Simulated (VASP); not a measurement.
# MnF2 (P4_2/mnm) in VASP: further runs

Aim: see how the results for MnF2 move with the level of theory and the settings. Levels: PBE, LDA. Tasks: single point.

Program: VASP 6.6.1. These are calculated values, not measurements. Logs are shortened: lines on timing, memory, paths and dates and some standing lists are left out, and cuts for length are marked.

### Step 1. The cell of the first run

Symmetry: P4_2/mnm, No. 136, tetragonal system. The conventional cell has a = 4.874 Å, b = 4.874 Å, c = 3.311 Å, α = 90.00°, β = 90.00°, γ = 90.00°. Within 2.8 Å of Mn (site symmetry mmm) lie 6 F at 2.10 to 2.13 Å. Within 2.8 Å of F (site symmetry m2m) lie 3 Mn at 2.10 to 2.13 Å and 1 F at 2.68 Å.

### Step 2. Single point, PBE, collinear spin, ferromagnetic start

Input file INCAR:

```
ALGO = Normal
EDIFF = 1E-7
ENCUT = 520
GGA = PE
ISIF = 2
ISMEAR = -1
ISPIN = 2
LASPH = True
LCHARG = False
LMAXMIX = 4
LORBIT = 11
LREAL = False
LWAVE = False
MAGMOM = 8 8 0 0 0 0
NBANDS = 40
NELM = 150
NUPDOWN = 16.0
PREC = Accurate
SIGMA = 0.05
```

Input file KPOINTS:

```
k-points
0
Gamma
  5 5 7
```

Input file POSCAR:

```
MnF2
1.0
    4.8738000000      0.0000000000      0.0000000000
    0.0000000000      4.8738000000      0.0000000000
    0.0000000000      0.0000000000      3.3107000000
Mn F
2 4
Direct
    0.5000000000      0.5000000000      0.5000000000
    0.0000000000      0.0000000000      0.0000000000
    0.8053000000      0.1947000000      0.5000000000
    0.6947000000      0.6947000000      0.0000000000
    0.1947000000      0.8053000000      0.5000000000
    0.3053000000      0.3053000000      0.0000000000
```

Potentials or basis: VASP PAW PBE potentials, release 64 (Mn_pv, F).

On the command line:

```bash
> cat potpaw_PBE.64/Mn_pv/POTCAR potpaw_PBE.64/F/POTCAR > POTCAR
> mpirun -np 1 vasp_std > vasp.out
```

OUTCAR:

```text
EDIFF = 1E-7
   ENCUT = 520
   GGA = PE
   ISIF = 2
   ISMEAR = -1
   ISPIN = 2
   LASPH = True
   LORBIT = 11
   LREAL = False
   NELM = 150
   NUPDOWN = 16.0
   PREC = Accurate

 ion  position               nearest neighbor table
   1  0.500  0.500  0.500-   3 2.10   5 2.10   4 2.13   6 2.13   4 2.13   6 2.13
   2  0.000  0.000  0.000-   4 2.10   6 2.10   5 2.13   3 2.13   3 2.13   5 2.13
   3  0.805  0.195  0.500-   1 2.10   2 2.13   2 2.13
   4  0.695  0.695  0.000-   2 2.10   1 2.13   1 2.13
   5  0.195  0.805  0.500-   1 2.10   2 2.13   2 2.13
   6  0.305  0.305  0.000-   2 2.10   1 2.13   1 2.13

  LATTYP: Found a simple tetragonal cell.
 ALAT       =     4.8738000000
 C/A-ratio  =     0.6792851574

  Lattice vectors:

 A1 = (   4.8738000000,   0.0000000000,   0.0000000000)
 A2 = (   0.0000000000,   4.8738000000,   0.0000000000)
 A3 = (   0.0000000000,   0.0000000000,   3.3107000000)

Analysis of symmetry for initial positions (statically):
=====================================================================
 Subroutine PRICEL returns:
 Original cell was already a primitive cell.

 Routine SETGRP: Setting up the symmetry group for a
 simple tetragonal supercell.

 Subroutine GETGRP returns: Found 16 space group operations
 (whereof  8 operations were pure point group operations)
 out of a pool of 16 trial point group operations.

The static configuration has the point symmetry D_2h.
 The point group associated with its full space group is D_4h.

Analysis of symmetry for dynamics (positions and initial velocities):
=====================================================================
 Subroutine PRICEL returns:
 Original cell was already a primitive cell.

 Routine SETGRP: Setting up the symmetry group for a
 simple tetragonal supercell.

 Subroutine GETGRP returns: Found 16 space group operations
 (whereof  8 operations were pure point group operations)
 out of a pool of 16 trial point group operations.

The dynamic configuration has the point symmetry D_2h.
 The point group associated with its full space group is D_4h.

Analysis of structural, dynamic, and magnetic symmetry:
=====================================================================
 Subroutine PRICEL returns:
 Original cell was already a primitive cell.

 Routine SETGRP: Setting up the symmetry group for a
 simple tetragonal supercell.

 Subroutine GETGRP returns: Found 16 space group operations
[... 142 lines left out ...]
 spin polarized calculation
  energy-cutoff  :      520.00
  volume of cell :       78.64
 maximum number of plane-waves:      2129
   NGX = 19   NGY = 19   NGZ = 13

 number of electron      54.0000040 magnetization      16.0000008

 Free energy of the ion-electron system (eV)
  ---------------------------------------------------
  ext. energy  EPLUGINS =         0.00000000
  ---------------------------------------------------
  free energy    TOTEN  =        -8.38873354 eV

  energy without entropy =       -8.35942999  energy(sigma->0) =       -8.37408176

 E-fermi :  -2.7677     XC(G=0): -10.2851

 val. band max:        9.7960236732   @ k =   0.4000   0.4000   0.4286
 cond. band min:      -2.7604246080   @ k =   0.4000   0.4000   0.1429
 fundamental gap:    -12.5564482812
 Fermi energy:         9.8231712527

 spin component 1

 k-point     1 :       0.0000    0.0000    0.0000
  band No.  band energies     occupation
      1     -46.4390      1.00000
      2     -46.4370      1.00000
      3     -46.4156      1.00000
      4     -46.4156      1.00000
      5     -46.3793      1.00000
      6     -46.3793      1.00000
[... 997 lines left out ...]
     38      10.8005      0.00000
     39      11.1987      0.00000
 Fermi energy:        -2.7677271003

 spin component 2

 k-point     1 :       0.0000    0.0000    0.0000
  band No.  band energies     occupation
      1     -41.3784      1.00000
      2     -41.3755      1.00000
      3     -41.3510      1.00000
      4     -41.3510      1.00000
      5     -41.2991      1.00000
      6     -41.2991      1.00000
[... 997 lines left out ...]
     38      13.1704      0.00000
     39      13.5065      0.00000
 [bands above 39 left out]

------------------------ aborting loop because EDIFF is reached ----------------------------------------

  FORCE on cell =-STRESS in cart. coord.  units (eV):
  Direction    XX          YY          ZZ          XY          YZ          ZX
  --------------------------------------------------------------------------------------
  -------------------------------------------------------------------------------------
  Total       23.1692151     23.1692151     31.6940962     -0.0000000      0.0000000      0.0000000
  in kB      472.0268119    472.0268119    645.7043579     -0.0000000      0.0000000      0.0000000
  external PRESSURE =     529.9193272 kB  Pullay stress =       0.0000000 kB

 VOLUME and BASIS-vectors are now :
 -----------------------------------------------------------------------------
  energy-cutoff  :      520.00
  volume of cell :       78.64
      direct lattice vectors                 reciprocal lattice vectors
     4.873800000  0.000000000  0.000000000     0.205178711  0.000000000  0.000000000
     0.000000000  4.873800000  0.000000000     0.000000000  0.205178711  0.000000000
     0.000000000  0.000000000  3.310700000     0.000000000  0.000000000  0.302050926

 POSITION                                       TOTAL-FORCE (eV/Angst)
 -----------------------------------------------------------------------------------
      2.43690      2.43690      1.65535         0.000000      0.000000      0.000000
      0.00000      0.00000      0.00000         0.000000      0.000000      0.000000
      3.92487      0.94893      1.65535        -0.328021      0.328021      0.000000
      3.38583      3.38583      0.00000         0.328021      0.328021      0.000000
      0.94893      3.92487      1.65535         0.328021     -0.328021     -0.000000
      1.48797      1.48797      0.00000        -0.328021     -0.328021     -0.000000
 -----------------------------------------------------------------------------------
    total drift:                                0.000000      0.000000      0.000000

  FREE ENERGIE OF THE ION-ELECTRON SYSTEM (eV)
  ---------------------------------------------------
  free  energy   TOTEN  =        -8.3887335385 eV

  energy  without entropy=       -8.3594299895  energy(sigma->0) =       -8.37408176

 total charge

# of ion       s       p       d       tot
------------------------------------------
    1        0.341   6.210   4.854  11.405
    2        0.341   6.210   4.854  11.405
    3        1.789   4.083   0.000   5.871
    4        1.789   4.083   0.000   5.871
    5        1.789   4.083   0.000   5.871
    6        1.789   4.083   0.000   5.871
--------------------------------------------------
tot          7.837  28.750   9.709  46.296

 magnetization (x)

# of ion       s       p       d       tot
------------------------------------------
    1        0.229   0.116   4.582   4.927
    2        0.229   0.116   4.582   4.927
    3        0.047   0.792   0.000   0.839
    4        0.047   0.792   0.000   0.839
    5        0.047   0.792   0.000   0.839
    6        0.047   0.792   0.000   0.839
--------------------------------------------------
tot          0.648   3.398   9.163  13.209
```

stdout:

```text
POSCAR found type information on POSCAR MnF
 POSCAR found :  2 types and       6 ions
 scaLAPACK will be used
 LDA part: xc-table for (Slater+PW92), standard interpolation
 POSCAR, INCAR and KPOINTS ok, starting setup
 FFT: planning ... GRIDC
 FFT: planning ... GRID_SOFT
 FFT: planning ... GRID
 WAVECAR not read
 entering main loop
```

It took 3.4 min on 1 thread of Intel Xeon Platinum 8375C at 2.90GHz (Ice Lake), shared host; peak memory 0.27 GiB.

What came out:

```yaml
Free_energy: -8.3887 eV
Pressure: 53.0 GPa
Largest_force: 0.464 eV/Å
Net_moment: 16.00 μB per cell
Site_moments: Mn +4.93; F +0.84 μB
Valence_electrons_inside_the_program's_atomic_spheres: Mn 11.40; F 5.87
```

Forces on the atoms (eV/Å):
```
Mn   0.000  0.000  0.000
Mn   0.000  0.000  0.000
F   -0.328  0.328  0.000
F    0.328  0.328  0.000
F    0.328 -0.328  0.000
F   -0.328 -0.328  0.000
```

Caveat: the cell stands under pressure; the total moment is fixed, so each spin has its own Fermi level; only a ferromagnetic start was run, and an antiferromagnetic order may lie lower in energy.

### Step 3. Single point, LDA, collinear spin, ferromagnetic start

Input file INCAR:

```
ALGO     = Normal         # electronic algorithm
EDIFF    = 1E-6           # SCF threshold, eV
ENCUT    = 520            # plane-wave cutoff, eV
ISIF     = 2              # what is computed and relaxed
ISMEAR   = -1             # smearing method
ISPIN    = 2              # spin polarisation
LASPH    = T              # aspherical terms in the spheres
LCHARG   = F              # write CHGCAR
LMAXMIX  = 4              # l up to which the mixer works
LORBIT   = 11             # projections on sites
LREAL    = F              # projectors in reciprocal space
LWAVE    = F              # write WAVECAR
MAGMOM   = 4 4 0 0 0 0    # initial moments
NBANDS   = 40             # bands
NELM     = 150            # most SCF steps
PREC     = Accurate       # precision mode
SIGMA    = 0.1            # smearing width, eV
```

KPOINTS is that of step 2.

POSCAR is that of step 2.

Potentials or basis: VASP PAW LDA potentials, release 64 (Mn_pv, F).

On the command line:

```bash
> cat potpaw_LDA.64/Mn_pv/POTCAR potpaw_LDA.64/F/POTCAR > POTCAR
> mpirun -np 1 vasp_std > vasp.out
```

OUTCAR:

```text
EDIFF = 1E-6
   ENCUT = 520
   ISIF = 2
   ISMEAR = -1
   ISPIN = 2
   LASPH = T
   LORBIT = 11
   LREAL = F
   NELM = 150
   PREC = Accurate

 ion  position               nearest neighbor table
   1  0.500  0.500  0.500-   3 2.10   5 2.10   4 2.13   6 2.13   4 2.13   6 2.13
   2  0.000  0.000  0.000-   4 2.10   6 2.10   5 2.13   3 2.13   3 2.13   5 2.13
   3  0.805  0.195  0.500-   1 2.10   2 2.13   2 2.13
   4  0.695  0.695  0.000-   2 2.10   1 2.13   1 2.13
   5  0.195  0.805  0.500-   1 2.10   2 2.13   2 2.13
   6  0.305  0.305  0.000-   2 2.10   1 2.13   1 2.13

  LATTYP: Found a simple tetragonal cell.
 ALAT       =     4.8738000000
 C/A-ratio  =     0.6792851574

  Lattice vectors:

 A1 = (   4.8738000000,   0.0000000000,   0.0000000000)
 A2 = (   0.0000000000,   4.8738000000,   0.0000000000)
 A3 = (   0.0000000000,   0.0000000000,   3.3107000000)

Analysis of symmetry for initial positions (statically):
=====================================================================
 Subroutine PRICEL returns:
 Original cell was already a primitive cell.

 Routine SETGRP: Setting up the symmetry group for a
 simple tetragonal supercell.

 Subroutine GETGRP returns: Found 16 space group operations
 (whereof  8 operations were pure point group operations)
 out of a pool of 16 trial point group operations.

The static configuration has the point symmetry D_2h.
 The point group associated with its full space group is D_4h.

Analysis of symmetry for dynamics (positions and initial velocities):
=====================================================================
 Subroutine PRICEL returns:
 Original cell was already a primitive cell.

 Routine SETGRP: Setting up the symmetry group for a
 simple tetragonal supercell.

 Subroutine GETGRP returns: Found 16 space group operations
[... 178 lines left out ...]
 cond. band min:       3.9499775958   @ k =   0.0000   0.0000   0.0000
 fundamental gap:      0.7919018700
 Fermi energy:         3.6223027321

 spin component 1

 k-point     1 :       0.0000    0.0000    0.0000
  band No.  band energies     occupation
      1     -46.6001      1.00000
      2     -46.6001      1.00000
      3     -46.5403      1.00000
      4     -46.5403      1.00000
      5     -46.5370      1.00000
      6     -46.5350      1.00000
[... 997 lines left out ...]
     38      11.8244      0.00000
     39      12.0622      0.00000
 Fermi energy:         3.6223027321

 spin component 2

 k-point     1 :       0.0000    0.0000    0.0000
  band No.  band energies     occupation
      1     -42.0741      1.00000
      2     -42.0741      1.00000
      3     -42.0072      1.00000
      4     -42.0072      1.00000
      5     -41.9995      1.00000
      6     -41.9966      1.00000
[... 997 lines left out ...]
     38      12.4048      0.00000
     39      12.8283      0.00000
 [bands above 39 left out]

------------------------ aborting loop because EDIFF is reached ----------------------------------------

  FORCE on cell =-STRESS in cart. coord.  units (eV):
  Direction    XX          YY          ZZ          XY          YZ          ZX
  --------------------------------------------------------------------------------------
  -------------------------------------------------------------------------------------
  Total       -2.5727424     -2.5727424     -3.1250686     -0.0000000      0.0000000      0.0000000
  in kB      -52.4145244    -52.4145244    -63.6670746     -0.0000000      0.0000000      0.0000000
  external PRESSURE =     -56.1653744 kB  Pullay stress =       0.0000000 kB

 VOLUME and BASIS-vectors are now :
 -----------------------------------------------------------------------------
  energy-cutoff  :      520.00
  volume of cell :       78.64
      direct lattice vectors                 reciprocal lattice vectors
     4.873800000  0.000000000  0.000000000     0.205178711  0.000000000  0.000000000
     0.000000000  4.873800000  0.000000000     0.000000000  0.205178711  0.000000000
     0.000000000  0.000000000  3.310700000     0.000000000  0.000000000  0.302050926

 POSITION                                       TOTAL-FORCE (eV/Angst)
 -----------------------------------------------------------------------------------
      2.43690      2.43690      1.65535         0.000000      0.000000      0.000000
      0.00000      0.00000      0.00000         0.000000      0.000000      0.000000
      3.92487      0.94893      1.65535         0.029812     -0.029812     -0.000000
      3.38583      3.38583      0.00000        -0.029812     -0.029812     -0.000000
      0.94893      3.92487      1.65535        -0.029812      0.029812      0.000000
      1.48797      1.48797      0.00000         0.029812      0.029812      0.000000
 -----------------------------------------------------------------------------------
    total drift:                                0.000000      0.000000      0.000000

  FREE ENERGIE OF THE ION-ELECTRON SYSTEM (eV)
  ---------------------------------------------------
  free  energy   TOTEN  =       -41.6547096360 eV

  energy  without entropy=      -41.6541390202  energy(sigma->0) =      -41.65442433

 total charge

# of ion       s       p       d       tot
------------------------------------------
    1        0.172   6.150   4.952  11.275
    2        0.172   6.150   4.952  11.275
    3        1.726   4.336   0.000   6.062
    4        1.726   4.336   0.000   6.062
    5        1.726   4.336   0.000   6.062
    6        1.726   4.336   0.000   6.062
--------------------------------------------------
tot          7.245  29.646   9.905  46.796

 magnetization (x)

# of ion       s       p       d       tot
------------------------------------------
    1        0.021   0.017   4.512   4.550
    2        0.021   0.017   4.512   4.550
    3        0.009   0.089   0.000   0.098
    4        0.009   0.089   0.000   0.098
    5        0.009   0.089   0.000   0.098
    6        0.009   0.089   0.000   0.098
--------------------------------------------------
tot          0.077   0.391   9.024   9.491
```

stdout:

```text
POSCAR found type information on POSCAR MnF
 POSCAR found :  2 types and       6 ions
 scaLAPACK will be used
 LDA part: xc-table for (Slater(with rela. corr.)+CA(PZ))
 , standard interpolation
 POSCAR, INCAR and KPOINTS ok, starting setup
 FFT: planning ... GRIDC
 FFT: planning ... GRID_SOFT
 FFT: planning ... GRID
 WAVECAR not read
 entering main loop
```

It took 3.2 min on 1 thread of AMD EPYC, shared host; peak memory 0.2 GiB.

Results:

```
Free energy                                           : -41.6547 eV
Pressure                                              : -5.6 GPa
Largest force                                         : 0.042 eV/Å
Band gap on the k mesh                                : 0.79 eV
Net moment                                            : 10.00 μB per cell
Site moments                                          : Mn +4.55; F +0.10 μB
Valence electrons inside the program's atomic spheres : Mn 11.28; F 6.06
```

Forces in eV/Å, atoms in the order of the input:
```
Mn   0.000  0.000  0.000
Mn   0.000  0.000  0.000
F    0.030 -0.030  0.000
F   -0.030 -0.030  0.000
F   -0.030  0.030  0.000
F    0.030  0.030  0.000
```

Caveat: the cell stands under tension; an odd mesh through Γ misses points on the zone boundary, where band edges can lie; only a ferromagnetic start was run, and an antiferromagnetic order may lie lower in energy.
